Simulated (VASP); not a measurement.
# Au in VASP: single point with PBEsol

Aim: the single point of Au with PBEsol.

Everything below comes from runs of VASP 6.6.1. Logs are shortened: lines on timing, memory, paths and dates and some standing lists are left out, and cuts for length are marked.

### Step 1. The cell of the first run

The cell holds a wire with vacuum, 10 atoms: a = 13.200 Å, b = 13.600 Å, c = 7.073 Å, α = 90.00°, β = 90.00°, γ = 90.00°.

### Step 2. Single point, PBEsol

INCAR

```
SYSTEM = Au
ALGO = Normal
EDIFF = 1E-6
ENCUT = 520
GGA = PS
ISIF = 2
ISMEAR = 0
LASPH = .TRUE.
LCHARG = .FALSE.
LREAL = .FALSE.
LWAVE = .FALSE.
NBANDS = 66
NELM = 60
PREC = Accurate
SIGMA = 0.05
```

KPOINTS

```
k-points
0
G
  1 1 8
  0 0 0
```

POSCAR

```
Au
1.0
   13.2000000000      0.0000000000      0.0000000000
    0.0000000000     13.6000000000      0.0000000000
    0.0000000000      0.0000000000      7.0732156229
Au
10
Direct
    0.5947257336      0.5530814005      0.0000000000
    0.4684247555      0.3407557986      0.3333333333
    0.3421237774      0.5530814005      0.6666666667
    0.5947257336      0.3407557986      0.0000000000
    0.4684247555      0.5530814005      0.3333333333
    0.4052742664      0.4469185995      0.0000000000
    0.6578762226      0.4469185995      0.3333333333
    0.5315752445      0.6592442014      0.6666666667
    0.4052742664      0.6592442014      0.0000000000
    0.5315752445      0.4469185995      0.6666666667
```

Potentials or basis: VASP PAW PBE potentials, release 64 (Au).

Run with:

```console
$ cat potpaw_PBE.64/Au/POTCAR > POTCAR
$ mpirun -np 1 vasp_std > vasp.out
```

OUTCAR:

```text
SYSTEM = Au
   EDIFF = 1E-6
   ENCUT = 520
   GGA = PS
   ISIF = 2
   ISMEAR = 0
   LASPH = .TRUE.
   LREAL = .FALSE.
   NELM = 60
   PREC = Accurate

 ion  position               nearest neighbor table
   1  0.595  0.553  0.000-   8 2.89   4 2.89   7 2.89   5 2.89  10 2.89   9 2.89   6 2.89
   2  0.468  0.341  0.333-   7 2.89   6 2.89   5 2.89  10 2.89   4 2.89
   3  0.342  0.553  0.667-   9 2.89   8 2.89   6 2.89  10 2.89   5 2.89
   4  0.595  0.341  0.000-   7 2.89  10 2.89   1 2.89   2 2.89   6 2.89
   5  0.468  0.553  0.333-   9 2.89   2 2.89   8 2.89   1 2.89   7 2.89   6 2.89  10 2.89   3 2.89

   6  0.405  0.447  0.000-   2 2.89   9 2.89   3 2.89  10 2.89   5 2.89   4 2.89   1 2.89
   7  0.658  0.447  0.333-   4 2.89   2 2.89   1 2.89   5 2.89  10 2.89
   8  0.532  0.659  0.667-   3 2.89   1 2.89  10 2.89   5 2.89   9 2.89
   9  0.405  0.659  0.000-   3 2.89   5 2.89   6 2.89   8 2.89   1 2.89
  10  0.532  0.447  0.667-   4 2.89   8 2.89   2 2.89   6 2.89   3 2.89   1 2.89   5 2.89   7 2.89

  LATTYP: Found a simple orthorhombic cell.
 ALAT       =     7.0732156229
 B/A-ratio  =     1.8661950524
 C/A-ratio  =     1.9227464176

  Lattice vectors:

 A1 = (   0.0000000000,   0.0000000000,   7.0732156229)
 A2 = (  13.2000000000,   0.0000000000,   0.0000000000)
 A3 = (   0.0000000000,  13.6000000000,   0.0000000000)

Analysis of symmetry for initial positions (statically):
=====================================================================
 Subroutine PRICEL returns:
 Original cell was already a primitive cell.

 Routine SETGRP: Setting up the symmetry group for a
 simple orthorhombic supercell.

 Subroutine GETGRP returns: Found  2 space group operations
 (whereof  2 operations were pure point group operations)
 out of a pool of  8 trial point group operations.

The static configuration has the point symmetry S_2 .

Analysis of symmetry for dynamics (positions and initial velocities):
=====================================================================
 Subroutine PRICEL returns:
 Original cell was already a primitive cell.

 Routine SETGRP: Setting up the symmetry group for a
 simple orthorhombic supercell.

 Subroutine GETGRP returns: Found  2 space group operations
 (whereof  2 operations were pure point group operations)
 out of a pool of  8 trial point group operations.

The dynamic configuration has the point symmetry S_2 .

 Subroutine INISYM returns: Found  2 space group operations
 (whereof  2 operations are pure point group operations),
 and found     1 'primitive' translations

----------------------------------------------------------------------------------------

                                     Primitive cell

  volume of cell :    1269.7837

  direct lattice vectors                    reciprocal lattice vectors
    13.200000000  0.000000000  0.000000000     0.075757576  0.000000000  0.000000000
     0.000000000 13.600000000  0.000000000     0.000000000  0.073529412  0.000000000
     0.000000000  0.000000000  7.073215623     0.000000000  0.000000000  0.141378413

  length of vectors
    13.200000000 13.600000000  7.073215623     0.075757576  0.073529412  0.141378413

  position of ions in fractional coordinates (direct lattice)
     0.594725734  0.553081400  0.000000000
     0.468424756  0.340755799  0.333333333
     0.342123777  0.553081400  0.666666667
     0.594725734  0.340755799  0.000000000
     0.468424756  0.553081400  0.333333333
     0.405274266  0.446918600  0.000000000
     0.657876223  0.446918600  0.333333333
     0.531575244  0.659244201  0.666666667
     0.405274266  0.659244201  0.000000000
     0.531575244  0.446918600  0.666666667

  ion indices of the primitive-cell ions
   primitive index   ion index
                 1           1
                 2           2
                 3           3
                 4           4
                 5           5
                 6           6
                 7           7
                 8           8
                 9           9
                10          10

----------------------------------------------------------------------------------------

 KPOINTS: k-points

Automatic generation of k-mesh.
 Grid dimensions read from file:
 generate k-points for:    1    1    8

 Generating k-lattice:

  Cartesian coordinates                     Fractional coordinates (reciprocal lattice)
     0.075757576  0.000000000  0.000000000     1.000000000  0.000000000  0.000000000
     0.000000000  0.073529412  0.000000000     0.000000000  1.000000000  0.000000000
     0.000000000  0.000000000  0.017672302     0.000000000  0.000000000  0.125000000

  Length of vectors
     0.075757576  0.073529412  0.017672302

  Shift w.r.t. Gamma in fractional coordinates (k-lattice)
     0.000000000  0.000000000  0.000000000

 Subroutine IBZKPT returns following result:
 ===========================================

 Found      5 irreducible k-points:

 Following reciprocal coordinates:
            Coordinates               Weight
  0.000000  0.000000  0.000000      1.000000
  0.000000  0.000000  0.125000      2.000000
  0.000000  0.000000  0.250000      2.000000
  0.000000  0.000000  0.375000      2.000000
  0.000000  0.000000  0.500000      1.000000
   k-points           NKPTS =      5   k-points in BZ     NKDIM =      5   number of bands    NBANDS=     66
   number of dos      NEDOS =    301   number of ions     NIONS =     10
   total plane-waves  NPLWV = 571536
   dimension x,y,z NGX =    98 NGY =  108 NGZ =   54
   dimension x,y,z NGXF=   196 NGYF=  216 NGZF=  108
   ions per type =              10
   NGX,Y,Z   is equivalent  to a cutoff of  12.34, 13.20, 12.69 a.u.
   NGXF,Y,Z  is equivalent  to a cutoff of  24.69, 26.40, 25.38 a.u.
 SYSTEM =  Au
   PREC   = accura    normal or accurate (medium, high low for compatibility)
   ISTART =      0    job   : 0-new  1-cont  2-samecut
   ICHARG =      2    charge: 1-file 2-atom 10-const
   ISPIN  =      1    spin polarized calculation?
   LNONCOLLINEAR =      F non collinear calculations
   LSORBIT =      F    spin-orbit coupling
   LASPH  =      T    aspherical Exc in radial PAW
   ENCUT  =  520.0 eV  38.22 Ry    6.18 a.u.  24.54 25.29 13.15*2*pi/ulx,y,z
   NELM   =     60;   NELMIN=  2; NELMDL= -5     # of ELM steps
   EDIFF  = 0.1E-05   stopping-criterion for ELM
   LREAL  =      F    real-space projection
   EDIFFG = 0.1E-04   stopping-criterion for IOM
   NSW    =      0    number of steps for IOM
   IBRION =     -1    ionic relax: 0-MD 1-quasi-New 2-CG
   NFREE  =      0    steps in history (QN), initial steepest desc. (CG)
   ISIF   =      2    stress and relaxation
   ISYM   =      2    0-nonsym 1-usesym 2-fastsym
   POTIM  = 0.5000    time-step for ionic-motion
   TEBEG  =    0.0;   TEEND  =   0.0 temperature during run
   PSTRESS=    0.0 pullay stress
   NELECT =     110.0000    total number of electrons
   NUPDOWN=      -1.0000    fix difference up-down
   EMIN   =  10.00;   EMAX   =-10.00  energy-range for DOS
   EFERMI =   0.00;   METHOD = LEGACY
   ISMEAR =     0;   SIGMA  =   0.05  broadening in eV -4-tet -1-fermi 0-gaus
   EFERMI_NEDOS =   21; number of points for ismear=-14 and -15
   IALGO  =     38    algorithm
   IMIX   =      4    mixing-type and parameters
     AMIX     =   0.40;   BMIX     =  1.00
     AMIX_MAG =   1.60;   BMIX_MAG =  1.00
  volume/ion in A,a.u.               =     126.98       856.89
  Fermi-wavevector in a.u.,A,eV,Ry     =   0.724373  1.368867  7.139205  0.524717
  Thomas-Fermi vector in A             =   1.814827
   LORBIT       =      0    0 simple, 1 ext, 2 COOP (PROOUT), +10 PAW based schemes
   GGA     = PS    functional components
   LHFCALC =     F    Hartree Fock is set to
   AEXX    =    0.0000 exact exchange contribution
   IVDW    =     0    specifies the selected vdW correction
   LEPSILON=     F    determine dielectric tensor
   LRPA    =     F    only Hartree local field effects (RPA)
 non-spin polarized calculation
 Gauss-broadening in eV      SIGMA  =   0.05
  energy-cutoff  :      520.00
  volume of cell :     1269.78
 maximum number of plane-waves:     34244
 NGX is ok and might be reduce to    98
   NGX = 49   NGY = 51   NGZ = 27

 number of electron     109.9999998 magnetization

 Free energy of the ion-electron system (eV)
  ---------------------------------------------------
  ext. energy  EPLUGINS =         0.00000000
  ---------------------------------------------------
  free energy    TOTEN  =       -27.50242143 eV

  energy without entropy =      -27.49526146  energy(sigma->0) =      -27.49884144

 E-fermi :  -3.2131     XC(G=0):  -2.8590

 val. band max:       -3.2132512563   @ k =   0.0000   0.0000   0.3750
 cond. band min:      -3.0632769344   @ k =   0.0000   0.0000   0.1250
 fundamental gap:      0.1499743219
 Fermi energy:        -3.2130841952

 k-point     1 :       0.0000    0.0000    0.0000
  band No.  band energies     occupation
      1      -9.8310      2.00000
      2      -8.4506      2.00000
      3      -8.2961      2.00000
      4      -8.2909      2.00000
      5      -7.9020      2.00000
      6      -7.7850      2.00000
[... 58 lines left out ...]
     65       0.7786      0.00000
     66       1.0204      0.00000

 k-point     2 :       0.0000    0.0000    0.1250
  band No.  band energies     occupation
      1      -9.7861      2.00000
      2      -8.4631      2.00000
      3      -8.4017      2.00000
      4      -8.2503      2.00000
      5      -7.9440      2.00000
      6      -7.7667      2.00000
[... 58 lines left out ...]
     65       0.6969      0.00000
     66       1.0069      0.00000

 k-point     3 :       0.0000    0.0000    0.2500
  band No.  band energies     occupation
      1      -9.6547      2.00000
      2      -8.6374      2.00000
      3      -8.4222      2.00000
      4      -8.2633      2.00000
      5      -8.0278      2.00000
      6      -7.7177      2.00000
[... 58 lines left out ...]
     65       0.9382      0.00000
     66       1.0849      0.00000

 k-point     4 :       0.0000    0.0000    0.3750
  band No.  band energies     occupation
      1      -9.4482      2.00000
      2      -8.9009      2.00000
      3      -8.4024      2.00000
      4      -8.3020      2.00000
      5      -8.0940      2.00000
      6      -7.7247      2.00000
[... 58 lines left out ...]
     65       1.1663      0.00000
     66       1.4523      0.00000

 k-point     5 :       0.0000    0.0000    0.5000
  band No.  band energies     occupation
      1      -9.2056      2.00000
      2      -9.1660      2.00000
      3      -8.3839      2.00000
      4      -8.3293      2.00000
      5      -8.1180      2.00000
      6      -7.7284      2.00000
[... 58 lines left out ...]
     65       0.6466      0.00000
     66       1.7381      0.00000

------------------------ aborting loop because EDIFF is reached ----------------------------------------

  FORCE on cell =-STRESS in cart. coord.  units (eV):
  Direction    XX          YY          ZZ          XY          YZ          ZX
  --------------------------------------------------------------------------------------
  -------------------------------------------------------------------------------------
  Total       -8.3118582    -10.4453421    -19.2866047      1.8481558      1.1658140     -0.6695516
  in kB      -10.4876689    -13.1796390    -24.3352955      2.3319510      1.4709914     -0.8448214
  external PRESSURE =     -16.0008678 kB  Pullay stress =       0.0000000 kB

 VOLUME and BASIS-vectors are now :
 -----------------------------------------------------------------------------
  energy-cutoff  :      520.00
  volume of cell :     1269.78
      direct lattice vectors                 reciprocal lattice vectors
    13.200000000  0.000000000  0.000000000     0.075757576  0.000000000  0.000000000
     0.000000000 13.600000000  0.000000000     0.000000000  0.073529412  0.000000000
     0.000000000  0.000000000  7.073215623     0.000000000  0.000000000  0.141378413

 POSITION                                       TOTAL-FORCE (eV/Angst)
 -----------------------------------------------------------------------------------
      7.85038      7.52191      0.00000        -0.475261     -0.273714      0.000393
      6.18321      4.63428      2.35774         0.510650      1.032713     -0.289023
      4.51603      7.52191      4.71548         1.149628     -0.074138      0.288339
      7.85038      4.63428      0.00000        -0.737929      1.278015      0.176959
      6.18321      7.52191      2.35774        -0.076547      0.133336      0.182200
      5.34962      6.07809      0.00000         0.475261      0.273714     -0.000393
      8.68397      6.07809      2.35774        -1.149628      0.074138     -0.288339
      7.01679      8.96572      4.71548        -0.510650     -1.032713      0.289023
      5.34962      8.96572      0.00000         0.737929     -1.278015     -0.176959
      7.01679      6.07809      4.71548         0.076547     -0.133336     -0.182200
 -----------------------------------------------------------------------------------
    total drift:                                0.000000      0.000000      0.000000

  FREE ENERGIE OF THE ION-ELECTRON SYSTEM (eV)
  ---------------------------------------------------
  free  energy   TOTEN  =       -27.5024214311 eV

  energy  without entropy=      -27.4952614562  energy(sigma->0) =      -27.49884144
```

It took 15 min on 1 thread of Intel Xeon Platinum 8259CL at 2.50GHz (Skylake/Cascade Lake), shared host; peak memory 1.1 GiB.

Results:

```
Free energy            : -27.5024 eV
Largest force          : 1.486 eV/Å
Band gap on the k mesh : zero (band 55 reaches -3.06 eV, above the bottom of band 56 at -3.55 eV)
```

Forces on the atoms (eV/Å):
```
Au  -0.475 -0.274  0.000
Au   0.511  1.033 -0.289
Au   1.150 -0.074  0.288
Au  -0.738  1.278  0.177
Au  -0.077  0.133  0.182
Au   0.475  0.274  0.000
Au  -1.150  0.074 -0.288
Au  -0.511 -1.033  0.289
Au   0.738 -1.278 -0.177
Au   0.077 -0.133 -0.182
```

Caveat: the PAW data sets were made with another functional, which shifts forces and pressure a little; spin-orbit coupling is left out, which moves the levels of the heavy elements.
